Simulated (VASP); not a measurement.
Runs of VASP 6.6.1 on ScAl3. The structure is that of space group P4/mmm (No. 123), or close to it. The cells are those of the table. 

```tsv
cell	further INCAR settings	gap on the mesh (eV)	pressure (GPa)
a = 3.746, b = 3.746, c = 4.397 Å, 4 atoms	ALGO = Fast; EDIFF = 1e-07; NBANDS = 18	none	12.5
a = 3.746, b = 3.746, c = 4.234 Å, 4 atoms	ALGO = Fast; EDIFF = 1e-06; NBANDS = 18	none	16.6
a = 4.071, b = 4.071, c = 3.746 Å, 4 atoms	ALGO = Fast; EDIFF = 1e-06; NBANDS = 18	none	9.6
a = 3.746, b = 3.746, c = 4.071 Å, 4 atoms	ALGO = Fast; EDIFF = 1e-06; NBANDS = 18	none	(a)
```

Alike in all rows: task single point; level PBEsol; potentials or basis VASP PAW PBE potentials, release 64 (Sc_sv, Al); no spin polarisation; k mesh 12 × 12 × 12; cutoff (eV) 520; smearing gaussian 0.15 eV.

Problem. Fill in the values left out.

Solution. (a) 22.2.

Caveats: the PAW data sets were made with another functional, which shifts forces and pressure a little.

A gap of «none» marks levels without a gap at the run's occupations.
